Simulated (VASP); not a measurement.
# SiC (P3m1) in VASP: further runs

SiC is run at these levels: PBE; tasks: single point.

Everything below comes from runs of VASP 6.6.1. Logs are shortened: lines on timing, memory, paths and dates and some standing lists are left out, and cuts for length are marked.

## 1. The cell of the first run

It takes space group P3m1 (No. 156, trigonal). Conventional cell: a = 3.172 Å, b = 3.172 Å, c = 15.566 Å, α = 90.00°, β = 90.00°, γ = 120.00°. Within 2.6 Å of Si (site symmetry 3m) lie 4 C at 1.96 to 2.00 Å. Within 2.5 Å of Si (site symmetry 3m) lie 4 C at 1.91 to 1.93 Å. Within 2.5 Å of Si (site symmetry 3m) lie 4 C at 1.90 to 1.93 Å. Within 2.6 Å of Si (site symmetry 3m) lie 4 C at 1.96 to 1.99 Å. Si (site symmetry 3m) has 4 C at 1.90 to 1.93 Å within 2.5 Å. Within 2.6 Å of Si (site symmetry 3m) lie 4 C at 1.96 to 1.99 Å. Within 2.6 Å of C (site symmetry 3m) lie 4 Si at 1.93 to 2.00 Å. C (site symmetry 3m) has 4 Si at 1.91 to 1.96 Å within 2.5 Å.

## 2. Single point, PBE (atoms displaced along a vibrational mode, the cell strained)

INCAR

```
ALGO = Normal
EDIFF = 1E-7
ENCUT = 520
GGA = PE
ISIF = 2
ISMEAR = 0
LASPH = True
LCHARG = False
LREAL = False
LWAVE = False
NBANDS = 36
NELM = 80
PREC = Accurate
SIGMA = 0.05
```

KPOINTS

```
k-points
0
Gamma
  12 12 2
```

POSCAR

```
SiC
1.0
    3.1723110357      0.0000000000      0.0000000000
   -1.5861555179      2.7473019456      0.0000000000
    0.0000000000      0.0000000000     15.5659749019
Si C
6 6
Direct
    0.0000000000      0.0000000000      0.1250418274
    0.0000000000      0.0000000000      0.6250380904
    0.3333333333      0.6666666667      0.2918884748
    0.6666666667      0.3333333333      0.7917461130
    0.3333333333      0.6666666667      0.9583719294
    0.6666666667      0.3333333333      0.4582472204
    0.0000000000      0.0000000000      0.9967647584
    0.0000000000      0.0000000000      0.5026121274
    0.3333333333      0.6666666667      0.1695576612
    0.6666666667      0.3333333333      0.6641014118
    0.3333333333      0.6666666667      0.8361327995
    0.6666666667      0.3333333333      0.3304975861
```

Potentials or basis: VASP PAW PBE potentials, release 64 (Si, C).

Started as:

```bash
$ cat potpaw_PBE.64/Si/POTCAR potpaw_PBE.64/C/POTCAR > POTCAR
$ mpirun -np 1 vasp_std > vasp.out
```

OUTCAR:

```text
EDIFF = 1E-7
   ENCUT = 520
   GGA = PE
   ISIF = 2
   ISMEAR = 0
   LASPH = True
   LREAL = False
   NELM = 80
   PREC = Accurate

 ion  position               nearest neighbor table
   1  0.000  0.000  0.125-   9 1.96   9 1.96   9 1.96   7 2.00
   2  0.000  0.000  0.625-   8 1.91  10 1.93  10 1.93  10 1.93
   3  0.333  0.667  0.292-   9 1.90  12 1.93  12 1.93  12 1.93
   4  0.667  0.333  0.792-  11 1.96  11 1.96  11 1.96  10 1.99
   5  0.333  0.667  0.958-  11 1.90   7 1.93   7 1.93   7 1.93
   6  0.667  0.333  0.458-   8 1.96   8 1.96   8 1.96  12 1.99
   7  0.000  0.000  0.997-   5 1.93   5 1.93   5 1.93   1 2.00
   8  0.000  0.000  0.503-   2 1.91   6 1.96   6 1.96   6 1.96
   9  0.333  0.667  0.170-   3 1.90   1 1.96   1 1.96   1 1.96
  10  0.667  0.333  0.664-   2 1.93   2 1.93   2 1.93   4 1.99
  11  0.333  0.667  0.836-   5 1.90   4 1.96   4 1.96   4 1.96
  12  0.667  0.333  0.330-   3 1.93   3 1.93   3 1.93   6 1.99

  LATTYP: Found a hexagonal cell.
 ALAT       =     3.1723110357
 C/A-ratio  =     4.9068249383

  Lattice vectors:

 A1 = (   3.1723110357,   0.0000000000,   0.0000000000)
 A2 = (  -1.5861555179,   2.7473019456,   0.0000000000)
 A3 = (   0.0000000000,   0.0000000000,  15.5659749019)

Analysis of symmetry for initial positions (statically):
=====================================================================
 Subroutine PRICEL returns:
 Original cell was already a primitive cell.

 Routine SETGRP: Setting up the symmetry group for a
 hexagonal supercell.

 Subroutine GETGRP returns: Found  6 space group operations
 (whereof  6 operations were pure point group operations)
 out of a pool of 24 trial point group operations.

The static configuration has the point symmetry C_3v.

Analysis of symmetry for dynamics (positions and initial velocities):
=====================================================================
 Subroutine PRICEL returns:
 Original cell was already a primitive cell.

 Routine SETGRP: Setting up the symmetry group for a
 hexagonal supercell.

 Subroutine GETGRP returns: Found  6 space group operations
 (whereof  6 operations were pure point group operations)
 out of a pool of 24 trial point group operations.

The dynamic configuration has the point symmetry C_3v.

 Subroutine INISYM returns: Found  6 space group operations
 (whereof  6 operations are pure point group operations),
 and found     1 'primitive' translations

----------------------------------------------------------------------------------------

                                     Primitive cell

  volume of cell :     135.6621

  direct lattice vectors                    reciprocal lattice vectors
     3.172311036  0.000000000  0.000000000     0.315227602  0.181996741  0.000000000
    -1.586155518  2.747301946  0.000000000     0.000000000  0.363993482  0.000000000
     0.000000000  0.000000000 15.565974902     0.000000000  0.000000000  0.064242684

  length of vectors
     3.172311036  3.172311036 15.565974902     0.363993482  0.363993482  0.064242684

  position of ions in fractional coordinates (direct lattice)
     0.000000000  0.000000000  0.125041827
     0.000000000  0.000000000  0.625038090
     0.333333333  0.666666667  0.291888475
     0.666666667  0.333333333  0.791746113
     0.333333333  0.666666667  0.958371929
     0.666666667  0.333333333  0.458247220
     0.000000000  0.000000000  0.996764758
     0.000000000  0.000000000  0.502612127
     0.333333333  0.666666667  0.169557661
     0.666666667  0.333333333  0.664101412
     0.333333333  0.666666667  0.836132799
     0.666666667  0.333333333  0.330497586

  ion indices of the primitive-cell ions
   primitive index   ion index
                 1           1
                 2           2
                 3           3
                 4           4
                 5           5
                 6           6
                 7           7
                 8           8
                 9           9
                10          10
                11          11
                12          12

----------------------------------------------------------------------------------------

 KPOINTS: k-points

Automatic generation of k-mesh.
 Grid dimensions read from file:
 generate k-points for:   12   12    2

 Generating k-lattice:

  Cartesian coordinates                     Fractional coordinates (reciprocal lattice)
     0.026268967  0.015166395  0.000000000     0.083333333  0.000000000  0.000000000
     0.000000000  0.030332790  0.000000000     0.000000000  0.083333333  0.000000000
     0.000000000  0.000000000  0.032121342     0.000000000  0.000000000  0.500000000

  Length of vectors
     0.030332790  0.030332790  0.032121342

  Shift w.r.t. Gamma in fractional coordinates (k-lattice)
     0.000000000  0.000000000  0.000000000

 Subroutine IBZKPT returns following result:
 ===========================================

 Found     38 irreducible k-points:

 Following reciprocal coordinates:
            Coordinates               Weight
  0.000000  0.000000  0.000000      1.000000
  0.083333  0.000000  0.000000      6.000000
  0.166667  0.000000  0.000000      6.000000
  0.250000  0.000000  0.000000      6.000000
  0.333333  0.000000  0.000000      6.000000
  0.416667 -0.000000  0.000000      6.000000
[... 16 lines left out ...]
  0.250000  0.000000  0.500000      6.000000
  0.333333  0.000000  0.500000      6.000000
 [... further k-points ...]
   k-points           NKPTS =     38   k-points in BZ     NKDIM =     38   number of bands    NBANDS=     36
   number of dos      NEDOS =    301   number of ions     NIONS =     12
   total plane-waves  NPLWV =  69120
   dimension x,y,z NGX =    24 NGY =   24 NGZ =  120
   dimension x,y,z NGXF=    48 NGYF=   48 NGZF=  240
   ions per type =               6   6
   NGX,Y,Z   is equivalent  to a cutoff of  12.58, 12.58, 12.82 a.u.
   NGXF,Y,Z  is equivalent  to a cutoff of  25.15, 25.15, 25.63 a.u.
 SYSTEM =  unknown system
   PREC   = accura    normal or accurate (medium, high low for compatibility)
   ISTART =      0    job   : 0-new  1-cont  2-samecut
   ICHARG =      2    charge: 1-file 2-atom 10-const
   ISPIN  =      1    spin polarized calculation?
   LNONCOLLINEAR =      F non collinear calculations
   LSORBIT =      F    spin-orbit coupling
   LASPH  =      T    aspherical Exc in radial PAW
   ENCUT  =  520.0 eV  38.22 Ry    6.18 a.u.   5.90  5.90 28.94*2*pi/ulx,y,z
   NELM   =     80;   NELMIN=  2; NELMDL= -5     # of ELM steps
   EDIFF  = 0.1E-06   stopping-criterion for ELM
   LREAL  =      F    real-space projection
   EDIFFG = 0.1E-05   stopping-criterion for IOM
   NSW    =      0    number of steps for IOM
   IBRION =     -1    ionic relax: 0-MD 1-quasi-New 2-CG
   NFREE  =      0    steps in history (QN), initial steepest desc. (CG)
   ISIF   =      2    stress and relaxation
   ISYM   =      2    0-nonsym 1-usesym 2-fastsym
   POTIM  = 0.5000    time-step for ionic-motion
   TEBEG  =    0.0;   TEEND  =   0.0 temperature during run
   PSTRESS=    0.0 pullay stress
   NELECT =      48.0000    total number of electrons
   NUPDOWN=      -1.0000    fix difference up-down
   EMIN   =  10.00;   EMAX   =-10.00  energy-range for DOS
   EFERMI =   0.00;   METHOD = LEGACY
   ISMEAR =     0;   SIGMA  =   0.05  broadening in eV -4-tet -1-fermi 0-gaus
   EFERMI_NEDOS =   21; number of points for ismear=-14 and -15
   IALGO  =     38    algorithm
   IMIX   =      4    mixing-type and parameters
     AMIX     =   0.40;   BMIX     =  1.00
     AMIX_MAG =   1.60;   BMIX_MAG =  1.00
  volume/ion in A,a.u.               =      11.31        76.29
  Fermi-wavevector in a.u.,A,eV,Ry     =   1.157895  2.188104 18.241606  1.340720
  Thomas-Fermi vector in A             =   2.294502
   LORBIT       =      0    0 simple, 1 ext, 2 COOP (PROOUT), +10 PAW based schemes
   GGA     = PE    functional components
   LHFCALC =     F    Hartree Fock is set to
   AEXX    =    0.0000 exact exchange contribution
   IVDW    =     0    specifies the selected vdW correction
   LEPSILON=     F    determine dielectric tensor
   LRPA    =     F    only Hartree local field effects (RPA)
 non-spin polarized calculation
 Gauss-broadening in eV      SIGMA  =   0.05
  energy-cutoff  :      520.00
  volume of cell :      135.66
 maximum number of plane-waves:      3682
 NGX is ok and might be reduce to    24
   NGX = 11   NGY = 11   NGZ = 57

 number of electron      48.0000002 magnetization

 Free energy of the ion-electron system (eV)
  ---------------------------------------------------
  ext. energy  EPLUGINS =         0.00000000
  ---------------------------------------------------
  free energy    TOTEN  =       -89.79414552 eV

  energy without entropy =      -89.79414552  energy(sigma->0) =      -89.79414552

 E-fermi :   7.4590     XC(G=0): -10.9715

 val. band max:        7.2021378945   @ k =   0.0000   0.0000   0.0000
 cond. band min:       9.2159991602   @ k =   0.5000   0.0000   0.0000
 fundamental gap:      2.0138612657
 Fermi energy:         7.4589730625

 k-point     1 :       0.0000    0.0000    0.0000
  band No.  band energies     occupation
      1      -7.5944      2.00000
      2      -7.1128      2.00000
      3      -7.0822      2.00000
      4      -5.6804      2.00000
      5      -5.6538      2.00000
      6      -4.3334      2.00000
[... 28 lines left out ...]
     35      13.9015      0.00000
     36      14.1626      0.00000

 k-point     2 :       0.0833    0.0000    0.0000
  band No.  band energies     occupation
      1      -7.4821      2.00000
      2      -7.0023      2.00000
      3      -6.9714      2.00000
      4      -5.5755      2.00000
      5      -5.5488      2.00000
      6      -4.2386      2.00000
[... 850 lines left out ...]
 k-point    24 :       0.3333    0.0000    0.5000
  band No.  band energies     occupation
      1      -5.7647      2.00000
      2      -5.7516      2.00000
      3      -4.9696      2.00000
      4      -4.7426      2.00000
      5      -3.4533      2.00000
      6      -3.4352      2.00000
[... 28 lines left out ...]
     35      14.6087      0.00000
     36      14.6271      0.00000

 [... further k-points ...]

------------------------ aborting loop because EDIFF is reached ----------------------------------------

  FORCE on cell =-STRESS in cart. coord.  units (eV):
  Direction    XX          YY          ZZ          XY          YZ          ZX
  --------------------------------------------------------------------------------------
  -------------------------------------------------------------------------------------
  Total      -11.4483071    -11.4483071    -11.0074838      0.0000000      0.0000000      0.0000000
  in kB     -135.2051931   -135.2051931   -129.9990427      0.0000000      0.0000000      0.0000000
  external PRESSURE =    -133.4698096 kB  Pullay stress =       0.0000000 kB

 VOLUME and BASIS-vectors are now :
 -----------------------------------------------------------------------------
  energy-cutoff  :      520.00
  volume of cell :      135.66
      direct lattice vectors                 reciprocal lattice vectors
     3.172311036  0.000000000  0.000000000     0.315227602  0.181996741  0.000000000
    -1.586155518  2.747301946  0.000000000     0.000000000  0.363993482  0.000000000
     0.000000000  0.000000000 15.565974902     0.000000000  0.000000000  0.064242684

 POSITION                                       TOTAL-FORCE (eV/Angst)
 -----------------------------------------------------------------------------------
      0.00000      0.00000      1.94640         0.000000     -0.000000      0.166378
      0.00000      0.00000      9.72933        -0.000000      0.000000     -0.005060
     -0.00000      1.83153      4.54353         0.000000     -0.000000     -0.103536
      1.58616      0.91577     12.32430        -0.000000      0.000000      0.202033
     -0.00000      1.83153     14.91799         0.000000      0.000000     -0.096159
      1.58616      0.91577      7.13306         0.000000      0.000000      0.197282
      0.00000      0.00000     15.51562        -0.000000      0.000000      1.046895
      0.00000      0.00000      7.82365        -0.000000      0.000000     -1.195085
     -0.00000      1.83153      2.63933         0.000000     -0.000000     -1.094458
      1.58616      0.91577     10.33739        -0.000000      0.000000      0.994739
     -0.00000      1.83153     13.01522         0.000000      0.000000     -1.136614
      1.58616      0.91577      5.14452        -0.000000      0.000000      1.023584
 -----------------------------------------------------------------------------------
    total drift:                               -0.000000     -0.000000      0.000114

  FREE ENERGIE OF THE ION-ELECTRON SYSTEM (eV)
  ---------------------------------------------------
  free  energy   TOTEN  =       -89.7941455249 eV

  energy  without entropy=      -89.7941455249  energy(sigma->0) =      -89.79414552
```

Run time: 2.2 min. Hardware: 1 thread of AMD EPYC 9R45 (Zen 5), shared host; peak memory 0.28 GiB.

Results:

| Property | Result |
| --- | --- |
| Free energy | -89.7941 eV |
| Pressure | -13.3 GPa |
| Largest force | 1.195 eV/Å |
| Band gap on the k mesh | 2.01 eV (least direct gap 3.09 eV) |

Forces in eV/Å, atoms in the order of the input:
```
Si   0.000  0.000  0.166
Si   0.000  0.000 -0.005
Si   0.000  0.000 -0.104
Si   0.000  0.000  0.202
Si   0.000  0.000 -0.096
Si   0.000  0.000  0.197
C    0.000  0.000  1.047
C    0.000  0.000 -1.195
C    0.000  0.000 -1.094
C    0.000  0.000  0.995
C    0.000  0.000 -1.137
C    0.000  0.000  1.024
```

Stress tensor (GPa, compression positive):
```
-13.52   0.00   0.00
  0.00 -13.52   0.00
  0.00   0.00 -13.00
```

Levels at points of the mesh, in eV from the valence-band top:
| k point | band 21 | band 22 | band 23 | band 24 | band 25 | band 26 | band 27 | band 28 |
| --- | --- | --- | --- | --- | --- | --- | --- | --- |
| (0.00, 0.00, 0.00) | -0.29 | -0.06 | 0.00 | 0.00 | 4.41 | 4.58 | 4.93 | 5.24 |
| (0.50, 0.00, 0.00) | -1.72 | -1.70 | -1.60 | -1.08 | 2.01 | 2.17 | 3.04 | 3.68 |
| (0.00, 0.00, 0.50) | -0.11 | -0.11 | -0.08 | -0.08 | 4.47 | 4.49 | 5.11 | 5.26 |
| (0.50, 0.00, 0.50) | -1.74 | -1.59 | -1.27 | -1.26 | 2.02 | 2.04 | 3.22 | 3.30 |

Caveat: the cell differs from its parent crystal (atoms displaced along a vibrational mode, the cell strained); the cell stands under tension; forces of over 1 eV/Å act on the atoms, so gaps and moduli don't describe the material at rest.

## 3. Single point, PBE (atoms displaced along a vibrational mode, the cell strained)

INCAR

```
PREC     = Accurate       # precision mode
ENCUT    = 520            # plane-wave cutoff, eV
EDIFF    = 1E-6           # SCF threshold, eV
ISMEAR   = 0              # smearing method
SIGMA    = 0.05           # smearing width, eV
LREAL    = False          # projectors in reciprocal space
LASPH    = True           # aspherical terms in the spheres
NELM     = 60             # most SCF steps
ALGO     = Normal         # electronic algorithm
ISIF     = 2              # what is computed and relaxed
LWAVE    = False          # write WAVECAR
LCHARG   = False          # write CHGCAR
GGA      = PE             # functional
NBANDS   = 36             # bands
```

KPOINTS

```
Automatic mesh
0
Gamma
  12 12 2
```

POSCAR

```
SiC
1.0
    3.1723110357      0.0000000000      0.0000000000
   -1.5861555179      2.7473019456      0.0000000000
    0.0000000000      0.0000000000     15.5659749019
Si C
6 6
Direct
    0.0000000000      0.0000000000      0.1250430731
    0.0000000000      0.0000000000      0.6250368447
    0.3333333333      0.6666666667      0.2919359287
    0.6666666667      0.3333333333      0.7916986591
    0.3333333333      0.6666666667      0.9584134991
    0.6666666667      0.3333333333      0.4582056507
    0.0000000000      0.0000000000      0.9948156354
    0.0000000000      0.0000000000      0.5045612504
    0.3333333333      0.6666666667      0.1713764111
    0.6666666667      0.3333333333      0.6622826619
    0.3333333333      0.6666666667      0.8380112040
    0.6666666667      0.3333333333      0.3286191816
```

Potentials or basis: VASP PAW PBE potentials, release 64 (Si, C).

Started as:

```bash
$ cat potpaw_PBE.64/Si/POTCAR potpaw_PBE.64/C/POTCAR > POTCAR
$ mpirun -np 1 vasp_std > vasp.out
```

Run time: 1.8 min. Hardware: 1 thread of AMD EPYC 9R45 (Zen 5), shared host; peak memory 0.28 GiB.

Results (log left out):

```yaml
Free_energy: -89.5395 eV
Pressure: -12.8 GPa
Largest_force: 2.060 eV/Å
Band_gap_on_the_k_mesh: 1.96 eV (least direct gap 3.04 eV)
```

Forces on the atoms (eV/Å):
```
Si   0.000  0.000  0.319
Si   0.000  0.000  0.061
Si   0.000  0.000 -0.101
Si   0.000  0.000  0.384
Si   0.000  0.000 -0.081
Si   0.000  0.000  0.381
C    0.000  0.000  1.689
C    0.000  0.000 -2.060
C    0.000  0.000 -1.884
C    0.000  0.000  1.607
C    0.000  0.000 -1.962
C    0.000  0.000  1.647
```

Stress tensor (GPa, compression positive):
```
-13.24   0.00   0.00
  0.00 -13.24   0.00
  0.00   0.00 -12.01
```

Levels at points of the mesh, in eV from the valence-band top:
| k point | band 20 | band 21 | band 22 | band 23 | band 24 | band 25 | band 26 | band 27 | band 28 | band 29 |
| --- | --- | --- | --- | --- | --- | --- | --- | --- | --- | --- |
| (0.00, 0.00, 0.00) | -0.27 | -0.27 | -0.10 | 0.00 | 0.00 | 4.40 | 4.55 | 4.88 | 5.14 | 5.45 |
| (0.50, 0.00, 0.00) | -2.19 | -1.72 | -1.68 | -1.62 | -1.08 | 1.96 | 2.13 | 3.00 | 3.63 | 4.20 |
| (0.00, 0.00, 0.50) | -0.44 | -0.11 | -0.11 | -0.07 | -0.07 | 4.43 | 4.47 | 5.04 | 5.27 | 5.56 |
| (0.50, 0.00, 0.50) | -2.03 | -1.81 | -1.57 | -1.28 | -1.25 | 1.97 | 2.00 | 3.15 | 3.29 | 4.19 |

Caveat: the cell differs from its parent crystal (atoms displaced along a vibrational mode, the cell strained); the cell stands under tension; forces of over 1 eV/Å act on the atoms, so gaps and moduli don't describe the material at rest.
